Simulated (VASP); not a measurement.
# RbTiF3 (P4mm) in VASP: density of states with PBE

Aim: the density of states of RbTiF3 with PBE.

Program: VASP 6.6.1. These are calculated values, not measurements. Logs are shortened: lines on timing, memory, paths and dates and some standing lists are left out, and cuts for length are marked.

## 1. The cell of the first run

It takes space group P4mm (No. 99, tetragonal). Conventional cell: a = 4.100 Å, b = 4.100 Å, c = 4.413 Å, α = 90.00°, β = 90.00°, γ = 90.00°. Within 3.8 Å of Rb (site symmetry 4mm) lie 12 F at 2.91 to 3.10 Å and 8 Ti at 3.58 to 3.71 Å. Within 2.5 Å of Ti (site symmetry 4mm) lie 5 F at 1.88 to 2.06 Å. F (site symmetry 4mm) has 1 Ti at 1.88 Å within 2.5 Å. Within 2.7 Å of F (site symmetry 2mm) lie 2 Ti at 2.06 Å.

## 2. Density of states, PBE

POSCAR

```
RbTiF3
1.0
    4.0998369600      0.0000000000      0.0000000000
    0.0000000000      4.0998369600      0.0000000000
    0.0000000000      0.0000000000      4.4132615000
Rb Ti F
1 1 3
Direct
    0.0000000000      0.0000000000      0.0000000000
    0.5000000000      0.5000000000      0.5251000000
    0.5000000000      0.5000000000      0.9509000000
    0.5000000000      0.0000000000      0.4742000000
    0.0000000000      0.5000000000      0.4742000000
```

INCAR.step1

```
SYSTEM = RbTiF3
ALGO = Normal ; EDIFF = 1E-6
ENCUT = 520 ; GGA = PE
ISIF = 2 ; ISMEAR = -1
LASPH = .TRUE. ; LCHARG = .TRUE.
LMAXMIX = 4 ; LREAL = .FALSE.
LWAVE = .FALSE. ; NBANDS = 29
NELM = 100 ; PREC = Accurate
SIGMA = 0.1
```

KPOINTS.step1

```
k-points
0
G
  8 8 8
  0 0 0
```

INCAR.step2

```
SYSTEM = RbTiF3
ALGO = Normal ; EDIFF = 1E-6
ENCUT = 520 ; GGA = PE
ICHARG = 11 ; ISIF = 2
ISMEAR = -5 ; LASPH = .TRUE.
LCHARG = .FALSE. ; LMAXMIX = 4
LORBIT = 11 ; LREAL = .FALSE.
LWAVE = .FALSE. ; NEDOS = 2001
NELM = 100 ; PREC = Accurate
SIGMA = 0.1
```

KPOINTS.step2

```
k-points
0
G
  12 12 12
  0 0 0
```

Potentials or basis: VASP PAW PBE potentials, release 64 (Rb_sv, Ti_sv, F).

On the command line:

```console
$ cat potpaw_PBE.64/Rb_sv/POTCAR potpaw_PBE.64/Ti_sv/POTCAR potpaw_PBE.64/F/POTCAR > POTCAR
$ cp INCAR.step1 INCAR
$ cp KPOINTS.step1 KPOINTS
$ mpirun -np 1 vasp_std > vasp.out
$ cp INCAR.step2 INCAR
$ cp KPOINTS.step2 KPOINTS
$ mpirun -np 1 vasp_std > vasp.out
```

OUTCAR:

```text
SYSTEM = RbTiF3
   EDIFF = 1E-6
   ENCUT = 520
   GGA = PE
   ICHARG = 11
   ISIF = 2
   ISMEAR = -5
   LASPH = .TRUE.
   LORBIT = 11
   LREAL = .FALSE.
   NELM = 100
   PREC = Accurate

 ion  position               nearest neighbor table
   1  0.000  0.000  0.000-   3 2.91   3 2.91   3 2.91   3 2.91   5 2.93   5 2.93   4 2.93   4 2.93
                             4 3.10   5 3.10   4 3.10   5 3.10   2 3.58   2 3.58   2 3.58   2 3.58
   2  0.500  0.500  0.525-   3 1.88   4 2.06   5 2.06   4 2.06   5 2.06   1 3.58   1 3.58   1 3.58
                             1 3.58   1 3.71   1 3.71   1 3.71   1 3.71
   3  0.500  0.500  0.951-   2 1.88   1 2.91   1 2.91   1 2.91   1 2.91
   4  0.500  0.000  0.474-   2 2.06   2 2.06   1 2.93   1 2.93   1 3.10   1 3.10
   5  0.000  0.500  0.474-   2 2.06   2 2.06   1 2.93   1 2.93   1 3.10   1 3.10

  LATTYP: Found a simple tetragonal cell.
 ALAT       =     4.0998369600
 C/A-ratio  =     1.0764480498

  Lattice vectors:

 A1 = (   4.0998369600,   0.0000000000,   0.0000000000)
 A2 = (   0.0000000000,   4.0998369600,   0.0000000000)
 A3 = (   0.0000000000,   0.0000000000,   4.4132615000)

Analysis of symmetry for initial positions (statically):
=====================================================================
 Subroutine PRICEL returns:
 Original cell was already a primitive cell.

 Routine SETGRP: Setting up the symmetry group for a
 simple tetragonal supercell.

 Subroutine GETGRP returns: Found  8 space group operations
 (whereof  8 operations were pure point group operations)
 out of a pool of 16 trial point group operations.

The static configuration has the point symmetry C_4v.

Analysis of symmetry for dynamics (positions and initial velocities):
=====================================================================
 Subroutine PRICEL returns:
 Original cell was already a primitive cell.

 Routine SETGRP: Setting up the symmetry group for a
 simple tetragonal supercell.

 Subroutine GETGRP returns: Found  8 space group operations
 (whereof  8 operations were pure point group operations)
 out of a pool of 16 trial point group operations.

The dynamic configuration has the point symmetry C_4v.

 Subroutine INISYM returns: Found  8 space group operations
 (whereof  8 operations are pure point group operations),
 and found     1 'primitive' translations

----------------------------------------------------------------------------------------

                                     Primitive cell

  volume of cell :      74.1810

  direct lattice vectors                    reciprocal lattice vectors
[... 110 lines left out ...]
   ISMEAR =    -5;   SIGMA  =   0.10  broadening in eV -4-tet -1-fermi 0-gaus
   EFERMI_NEDOS =   21; number of points for ismear=-14 and -15
   IALGO  =     38    algorithm
   IMIX   =      4    mixing-type and parameters
     AMIX     =   0.40;   BMIX     =  1.00
     AMIX_MAG =   1.60;   BMIX_MAG =  1.00
  volume/ion in A,a.u.               =      14.84       100.12
  Fermi-wavevector in a.u.,A,eV,Ry     =   1.354338  2.559327 24.956224  1.834231
  Thomas-Fermi vector in A             =   2.481518
   LORBIT       =     11    0 simple, 1 ext, 2 COOP (PROOUT), +10 PAW based schemes
   GGA     = PE    functional components
   LHFCALC =     F    Hartree Fock is set to
   AEXX    =    0.0000 exact exchange contribution
   IVDW    =     0    specifies the selected vdW correction
   LEPSILON=     F    determine dielectric tensor
   LRPA    =     F    only Hartree local field effects (RPA)
 non-spin polarized calculation
 Fermi weights with tetrahedron method with Bloechl corrections
  energy-cutoff  :      520.00
  volume of cell :       74.18
 maximum number of plane-waves:      2020

 number of electron      41.9999998 magnetization

 Free energy of the ion-electron system (eV)
  ---------------------------------------------------
  ext. energy  EPLUGINS =         0.00000000
  ---------------------------------------------------
  free energy    TOTEN  =       -26.93090947 eV

  energy without entropy =      -26.93090947  energy(sigma->0) =      -26.93090947

 E-fermi :   6.5322     XC(G=0):  -9.7682

 val. band max:        6.5405531371   @ k =   0.2500   0.2500   0.2500
 cond. band min:       6.4961520850   @ k =   0.0833   0.0833   0.0833
 fundamental gap:     -0.0444010521
 Fermi energy:         6.5322051803

 k-point     1 :       0.0000    0.0000    0.0000
  band No.  band energies     occupation
      1     -51.6759      2.00000
      2     -28.2678      2.00000
      3     -28.0454      2.00000
      4     -28.0454      2.00000
      5     -23.2753      2.00000
      6     -20.8793      2.00000
[... 661 lines left out ...]
     24       7.2882      0.00000
     25       9.2089      0.00000

 [... further k-points ...]

------------------------ aborting loop because EDIFF is reached ----------------------------------------

  FORCE on cell =-STRESS in cart. coord.  units (eV):
  Direction    XX          YY          ZZ          XY          YZ          ZX
  --------------------------------------------------------------------------------------
  -------------------------------------------------------------------------------------
  Total        2.1990035      2.1990035      3.1685205      0.0000000      0.0000000      0.0000000
  in kB       47.4945391     47.4945391     68.4343698      0.0000000      0.0000000      0.0000000
  external PRESSURE =      54.4744827 kB  Pullay stress =       0.0000000 kB

 VOLUME and BASIS-vectors are now :
 -----------------------------------------------------------------------------
  energy-cutoff  :      520.00
  volume of cell :       74.18
      direct lattice vectors                 reciprocal lattice vectors
     4.099836960  0.000000000  0.000000000     0.243912138  0.000000000  0.000000000
     0.000000000  4.099836960  0.000000000     0.000000000  0.243912138  0.000000000
     0.000000000  0.000000000  4.413261500     0.000000000  0.000000000  0.226589791

 POSITION                                       TOTAL-FORCE (eV/Angst)
 -----------------------------------------------------------------------------------
      0.00000      0.00000      0.00000        -0.000000     -0.000000     -0.016362
      2.04992      2.04992      2.31740         0.000000     -0.000000     -3.536765
      2.04992      2.04992      4.19657         0.000000     -0.000000      2.671180
      2.04992      0.00000      2.09277         0.000000     -0.000000      0.440973
      0.00000      2.04992      2.09277         0.000000      0.000000      0.440973
 -----------------------------------------------------------------------------------
    total drift:                               -0.000000      0.000000      0.003263

  FREE ENERGIE OF THE ION-ELECTRON SYSTEM (eV)
  ---------------------------------------------------
  free  energy   TOTEN  =       -26.9309094662 eV

  energy  without entropy=      -26.9309094662  energy(sigma->0) =      -26.93090947

 total charge

# of ion       s       p       d       tot
------------------------------------------
    1        1.940   5.357   0.035   7.332
    2        2.117   6.102   2.122  10.341
    3        1.737   4.375   0.000   6.112
    4        1.734   4.373   0.000   6.107
    5        1.734   4.373   0.000   6.107
--------------------------------------------------
tot          9.262  24.580   2.156  35.998
```

OSZICAR.step1:

```text
N       E                     dE             d eps       ncg     rms          rms(c)
DAV:   1     0.473863152078E+03    0.47386E+03   -0.22676E+04  4350   0.156E+03
DAV:   2     0.145084681548E+02   -0.45935E+03   -0.44243E+03  5059   0.433E+02
DAV:   3    -0.278922622303E+02   -0.42401E+02   -0.41989E+02  6049   0.133E+02
DAV:   4    -0.300605589831E+02   -0.21683E+01   -0.21322E+01  6677   0.238E+01
DAV:   5    -0.301601984005E+02   -0.99639E-01   -0.99589E-01  5771   0.350E+00    0.139E+01
DAV:   6    -0.271968066761E+02    0.29634E+01   -0.18165E+01  5636   0.421E+01    0.617E+00
DAV:   7    -0.270635113031E+02    0.13330E+00   -0.15478E+00  5106   0.113E+01    0.450E+00
DAV:   8    -0.270433908051E+02    0.20120E-01   -0.17815E-01  6183   0.363E+00    0.102E+00
DAV:   9    -0.270406474806E+02    0.27433E-02   -0.40040E-02  6587   0.184E+00    0.228E-01
DAV:  10    -0.270411924401E+02   -0.54496E-03   -0.32697E-03  6061   0.470E-01    0.751E-02
DAV:  11    -0.270414259226E+02   -0.23348E-03   -0.52032E-04  5796   0.161E-01    0.502E-02
DAV:  12    -0.270414472851E+02   -0.21363E-04   -0.27142E-05  6177   0.375E-02    0.109E-02
DAV:  13    -0.270414494686E+02   -0.21835E-05   -0.12453E-05  5384   0.315E-02    0.206E-03
DAV:  14    -0.270414497142E+02   -0.24556E-06   -0.12072E-06  3856   0.769E-03
   1 F= -.27041450E+02 E0= -.26936462E+02  d E =-.209976E+00
```

Wall time 5.4 min (1 thread of AMD EPYC 7R43 (Zen 3), shared host); peak memory 0.41 GiB.

What came out:

| Property | Result |
| --- | --- |
| Valence electrons inside the program's atomic spheres | Rb 7.33; Ti 10.34; F 6.11 |

Caveat: semilocal functionals often make such compounds metallic where correlation or magnetic order opens a gap, which also shifts bond lengths; tetrahedron occupations give inexact forces and stress in metals.
